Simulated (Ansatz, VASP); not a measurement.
# RbPd in VASP and in Ansatz

```
Rb Pd
1.0
     4.39917    0.00000    0.00000
    -2.19958    3.80979    0.00000
     0.00000    0.00000    6.17275
Rb Pd
1 1
Direct
  0.33333 0.66667 0.50000
  0.00000 0.00000 0.00000
```

Alike in both runs: task single point; functional PBE; k mesh 6 × 6 × 4; occupations gaussian, width 0.1 eV; no spin polarisation.

|  | VASP | Ansatz |
| --- | --- | --- |
| version | VASP 6.6.1 | Ansatz 0.2.0 |
| potentials or method | VASP PAW PBE potentials, release 64 (Rb_sv, Pd), cutoff 500 eV | scalar-relativistic, plane waves, PAW |
| valence electrons in the cell | 19 | 27 |

VASP gave:

| Item | Value |
| --- | --- |
| gap on the k mesh at the Fermi level (eV) | none |
| pressure (GPa) | -2.8 |
| traceless stress, the component that is largest in VASP (GPa) | -1.89 |

Task: Estimate Ansatz's values.

Result: gap on the k mesh at the Fermi level (eV): none; pressure (GPa): -2.8; traceless stress, the component that is largest in VASP (GPa): -1.91.

A gap of «none» marks a metal or a gap that the smearing closes. VASP's potentials hold 19 valence electrons a cell and Ansatz's 27, so a difference there can come from the potentials and not from the codes.
